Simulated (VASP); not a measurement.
# AlCo in VASP: single point with PBE

Aim: the single point of AlCo with PBE.

Program: VASP 6.6.1. These are calculated values, not measurements. Logs are shortened: lines on timing, memory, paths and dates and some standing lists are left out, and cuts for length are marked.

### 1 The cell of the first run

The typed cell holds 4 atoms: a = 2.852 Å, b = 2.852 Å, c = 5.704 Å, α = 90.00°, β = 90.00°, γ = 90.00°.

### 2 Single point, PBE, collinear spin, antiferromagnetic start

INCAR

```
  PREC = Accurate
  ENCUT = 520
  EDIFF = 1E-6
  ISMEAR = 0
  SIGMA = 0.1
  LREAL = False
  LASPH = True
  NELM = 150
  ALGO = Normal
  ISIF = 2
  LWAVE = False
  LCHARG = False
  ISPIN = 2
  MAGMOM = 0 0 -0.34 0.35
  LORBIT = 11
  LMAXMIX = 4
  GGA = PE
  NBANDS = 24
```

KPOINTS

```
regular mesh
0
Gamma
  16 16 8
```

POSCAR

```
AlCo
1.0
    2.8520662309      0.0000000000      0.0000000000
    0.0000000000      2.8520662309      0.0000000000
    0.0000000000      0.0000000000      5.7035013965
Al Co
2 2
Direct
    0.0000000000      0.0000000000      0.7499989142
    0.0000000000      0.0000000000      0.2500010858
    0.5000000000      0.5000000000      0.0000000000
    0.5000000000      0.5000000000      0.5000000000
```

Potentials or basis: VASP PAW PBE potentials, release 64 (Al, Co).

The run is started by

```
> cat potpaw_PBE.64/Al/POTCAR potpaw_PBE.64/Co/POTCAR > POTCAR
> mpirun -np 1 vasp_std > vasp.out
```

OUTCAR:

```text
PREC = Accurate
   ENCUT = 520
   EDIFF = 1E-6
   ISMEAR = 0
   LREAL = False
   LASPH = True
   NELM = 150
   ISIF = 2
   ISPIN = 2
   LORBIT = 11
   GGA = PE

 ion  position               nearest neighbor table
   1  0.000  0.000  0.750-   4 2.47   4 2.47   4 2.47   4 2.47   3 2.47   3 2.47   3 2.47   3 2.47
                             2 2.85   2 2.85
   2  0.000  0.000  0.250-   4 2.47   4 2.47   4 2.47   4 2.47   3 2.47   3 2.47   3 2.47   3 2.47
                             1 2.85   1 2.85
   3  0.500  0.500  0.000-   1 2.47   2 2.47   1 2.47   2 2.47   1 2.47   2 2.47   1 2.47   2 2.47
                             4 2.85   4 2.85
   4  0.500  0.500  0.500-   1 2.47   2 2.47   1 2.47   2 2.47   1 2.47   2 2.47   1 2.47   2 2.47
                             3 2.85   3 2.85
[... 7 lines left out ...]
 A1 = (   2.8520662309,   0.0000000000,   0.0000000000)
 A2 = (   0.0000000000,   2.8520662309,   0.0000000000)
 A3 = (   0.0000000000,   0.0000000000,   5.7035013965)

Analysis of symmetry for initial positions (statically):
=====================================================================
 Subroutine PRICEL returns following result:

  LATTYP: Found a simple tetragonal cell.
 ALAT       =     2.8520662309
 C/A-ratio  =     0.9998850243

  Lattice vectors:

 A1 = (   2.8520662309,   0.0000000000,   0.0000000000)
 A2 = (   0.0000000000,   2.8520662309,   0.0000000000)
 A3 = (   0.0000000000,   0.0000000000,   2.8517383125)

   2 primitive cells build up your supercell.

 Routine SETGRP: Setting up the symmetry group for a
 simple tetragonal supercell.

 Subroutine GETGRP returns: Found 16 space group operations
 (whereof 16 operations were pure point group operations)
 out of a pool of 16 trial point group operations.

The static configuration has the point symmetry D_4h.

Analysis of symmetry for dynamics (positions and initial velocities):
=====================================================================
 Subroutine PRICEL returns following result:

  LATTYP: Found a simple tetragonal cell.
 ALAT       =     2.8520662309
 C/A-ratio  =     0.9998850243

  Lattice vectors:

 A1 = (   2.8520662309,   0.0000000000,   0.0000000000)
 A2 = (   0.0000000000,   2.8520662309,   0.0000000000)
 A3 = (   0.0000000000,   0.0000000000,   2.8517383125)

   2 primitive cells build up your supercell.

 Routine SETGRP: Setting up the symmetry group for a
 simple tetragonal supercell.

 Subroutine GETGRP returns: Found 16 space group operations
 (whereof 16 operations were pure point group operations)
 out of a pool of 16 trial point group operations.

The dynamic configuration has the point symmetry D_4h.

Analysis of structural, dynamic, and magnetic symmetry:
=====================================================================
 Subroutine PRICEL returns:
 Original cell was already a primitive cell.

 Routine SETGRP: Setting up the symmetry group for a
 simple tetragonal supercell.

 Subroutine GETGRP returns: Found 16 space group operations
 (whereof 16 operations were pure point group operations)
 out of a pool of 16 trial point group operations.

The overall configuration has the point symmetry D_4h.

 Subroutine INISYM returns: Found 16 space group operations
 (whereof 16 operations are pure point group operations),
 and found     1 'primitive' translations

----------------------------------------------------------------------------------------

                                     Primitive cell

  volume of cell :      46.3939

  direct lattice vectors                    reciprocal lattice vectors
     2.852066231  0.000000000  0.000000000     0.350622994  0.000000000  0.000000000
     0.000000000  2.852066231  0.000000000     0.000000000  0.350622994  0.000000000
     0.000000000  0.000000000  5.703501397     0.000000000  0.000000000  0.175330894

  length of vectors
     2.852066231  2.852066231  5.703501397     0.350622994  0.350622994  0.175330894

[... 35 lines left out ...]
 ===========================================

 Found    225 irreducible k-points:

 Following reciprocal coordinates:
            Coordinates               Weight
  0.000000  0.000000  0.000000      1.000000
  0.062500  0.000000  0.000000      4.000000
  0.125000  0.000000  0.000000      4.000000
  0.187500  0.000000  0.000000      4.000000
  0.250000  0.000000  0.000000      4.000000
  0.312500  0.000000  0.000000      4.000000
[... 16 lines left out ...]
  0.437500  0.125000  0.000000      8.000000
  0.500000  0.125000  0.000000      4.000000
 [... further k-points ...]
   k-points           NKPTS =    225   k-points in BZ     NKDIM =    225   number of bands    NBANDS=     24
   number of dos      NEDOS =    301   number of ions     NIONS =      4
   total plane-waves  NPLWV =  24192
   dimension x,y,z NGX =    24 NGY =   24 NGZ =   42
   dimension x,y,z NGXF=    48 NGYF=   48 NGZF=   84
   ions per type =               2   2
   NGX,Y,Z   is equivalent  to a cutoff of  13.99, 13.99, 12.24 a.u.
   NGXF,Y,Z  is equivalent  to a cutoff of  27.98, 27.98, 24.48 a.u.
 SYSTEM =  unknown system
   PREC   = accura    normal or accurate (medium, high low for compatibility)
   ISTART =      0    job   : 0-new  1-cont  2-samecut
   ICHARG =      2    charge: 1-file 2-atom 10-const
   ISPIN  =      2    spin polarized calculation?
   LNONCOLLINEAR =      F non collinear calculations
   LSORBIT =      F    spin-orbit coupling
   LASPH  =      T    aspherical Exc in radial PAW
   ENCUT  =  520.0 eV  38.22 Ry    6.18 a.u.   5.30  5.30 10.60*2*pi/ulx,y,z
   NELM   =    150;   NELMIN=  2; NELMDL= -5     # of ELM steps
   EDIFF  = 0.1E-05   stopping-criterion for ELM
   LREAL  =      F    real-space projection
   EDIFFG = 0.1E-04   stopping-criterion for IOM
   NSW    =      0    number of steps for IOM
   IBRION =     -1    ionic relax: 0-MD 1-quasi-New 2-CG
   NFREE  =      0    steps in history (QN), initial steepest desc. (CG)
   ISIF   =      2    stress and relaxation
   ISYM   =      2    0-nonsym 1-usesym 2-fastsym
   POTIM  = 0.5000    time-step for ionic-motion
   TEBEG  =    0.0;   TEEND  =   0.0 temperature during run
   PSTRESS=    0.0 pullay stress
   NELECT =      24.0000    total number of electrons
   NUPDOWN=      -1.0000    fix difference up-down
   EMIN   =  10.00;   EMAX   =-10.00  energy-range for DOS
   EFERMI =   0.00;   METHOD = LEGACY
   ISMEAR =     0;   SIGMA  =   0.10  broadening in eV -4-tet -1-fermi 0-gaus
   EFERMI_NEDOS =   21; number of points for ismear=-14 and -15
   IALGO  =     38    algorithm
   IMIX   =      4    mixing-type and parameters
     AMIX     =   0.40;   BMIX     =  1.00
     AMIX_MAG =   1.60;   BMIX_MAG =  1.00
  volume/ion in A,a.u.               =      11.60        78.27
  Fermi-wavevector in a.u.,A,eV,Ry     =   1.314190  2.483460 23.498577  1.727097
  Thomas-Fermi vector in A             =   2.444461
   LORBIT       =     11    0 simple, 1 ext, 2 COOP (PROOUT), +10 PAW based schemes
   GGA     = PE    functional components
   LHFCALC =     F    Hartree Fock is set to
   AEXX    =    0.0000 exact exchange contribution
   IVDW    =     0    specifies the selected vdW correction
   LEPSILON=     F    determine dielectric tensor
   LRPA    =     F    only Hartree local field effects (RPA)
 spin polarized calculation
 Gauss-broadening in eV      SIGMA  =   0.10
  energy-cutoff  :      520.00
  volume of cell :       46.39
 maximum number of plane-waves:      1294
 NGX is ok and might be reduce to    24
   NGX = 11   NGY = 11   NGZ = 21

 number of electron      24.0000006 magnetization       0.0000450

 number of electron      24.0000006 magnetization      -0.0000025

 Free energy of the ion-electron system (eV)
  ---------------------------------------------------
  ext. energy  EPLUGINS =         0.00000000
  ---------------------------------------------------
  free energy    TOTEN  =       -23.98045752 eV

  energy without entropy =      -23.97186737  energy(sigma->0) =      -23.97616244

 E-fermi :  10.5535     XC(G=0): -12.2551

 val. band max:       10.5423568561   @ k =   0.4375   0.1875   0.0000
 cond. band min:      10.5594841122   @ k =   0.5000   0.3125   0.3750
 fundamental gap:      0.0171272560
 Fermi energy:        10.5535212353

 spin component 1

 k-point     1 :       0.0000    0.0000    0.0000
  band No.  band energies     occupation
      1      -0.5135      1.00000
      2       3.7632      1.00000
      3       3.9341      1.00000
      4       7.5962      1.00000
      5       7.5965      1.00000
      6       8.1834      1.00000
[... 637 lines left out ...]
     23      22.7291      0.00000
     24      22.7301      0.00000

 [... further k-points ...]

 spin component 2

 k-point     1 :       0.0000    0.0000    0.0000
  band No.  band energies     occupation
      1      -0.5135      1.00000
      2       3.7632      1.00000
      3       3.9341      1.00000
      4       7.5962      1.00000
      5       7.5965      1.00000
      6       8.1834      1.00000
[... 637 lines left out ...]
     23      22.7291      0.00000
     24      22.7301      0.00000

 [... further k-points ...]

------------------------ aborting loop because EDIFF is reached ----------------------------------------

  FORCE on cell =-STRESS in cart. coord.  units (eV):
  Direction    XX          YY          ZZ          XY          YZ          ZX
  --------------------------------------------------------------------------------------
  -------------------------------------------------------------------------------------
  Total       -0.0016031     -0.0016031      0.0041461      0.0000000      0.0000000      0.0000000
  in kB       -0.0553613     -0.0553613      0.1431821      0.0000000      0.0000000      0.0000000
  external PRESSURE =       0.0108198 kB  Pullay stress =       0.0000000 kB

 VOLUME and BASIS-vectors are now :
 -----------------------------------------------------------------------------
  energy-cutoff  :      520.00
  volume of cell :       46.39
      direct lattice vectors                 reciprocal lattice vectors
     2.852066231  0.000000000  0.000000000     0.350622994  0.000000000  0.000000000
     0.000000000  2.852066231  0.000000000     0.000000000  0.350622994  0.000000000
     0.000000000  0.000000000  5.703501397     0.000000000  0.000000000  0.175330894

 POSITION                                       TOTAL-FORCE (eV/Angst)
 -----------------------------------------------------------------------------------
      0.00000      0.00000      4.27762         0.000000     -0.000000      0.000216
      0.00000      0.00000      1.42588         0.000000      0.000000     -0.000216
      1.42603      1.42603      0.00000         0.000000      0.000000      0.000000
      1.42603      1.42603      2.85175         0.000000      0.000000      0.000000
 -----------------------------------------------------------------------------------
    total drift:                                0.000000     -0.000000     -0.000000

  FREE ENERGIE OF THE ION-ELECTRON SYSTEM (eV)
  ---------------------------------------------------
  free  energy   TOTEN  =       -23.9804575180 eV

  energy  without entropy=      -23.9718673661  energy(sigma->0) =      -23.97616244

 total charge

# of ion       s       p       d       tot
------------------------------------------
    1        0.394   0.427   0.000   0.821
    2        0.394   0.427   0.000   0.821
    3        0.433   0.506   7.506   8.445
    4        0.433   0.506   7.506   8.445
--------------------------------------------------
tot          1.654   1.866  15.013  18.533

 magnetization (x)

# of ion       s       p       d       tot
------------------------------------------
    1        0.000   0.000   0.000   0.000
    2        0.000   0.000   0.000   0.000
    3       -0.000   0.000  -0.002  -0.002
    4        0.000  -0.000   0.002   0.002
--------------------------------------------------
tot          0.000   0.000  -0.000  -0.000
```

Wall time 3.7 min (1 thread of Intel Xeon Platinum 8488C (Sapphire Rapids), shared host); peak memory 0.45 GiB.

What came out:

| Property | Result |
| --- | --- |
| Free energy | -23.9805 eV |
| Pressure | 0.0 GPa |
| Band gap on the k mesh | zero (filled and empty bands overlap) |
| Net moment | 0.00 μB per cell |
| Valence electrons inside the program's atomic spheres | Al 0.82; Co 8.45 |
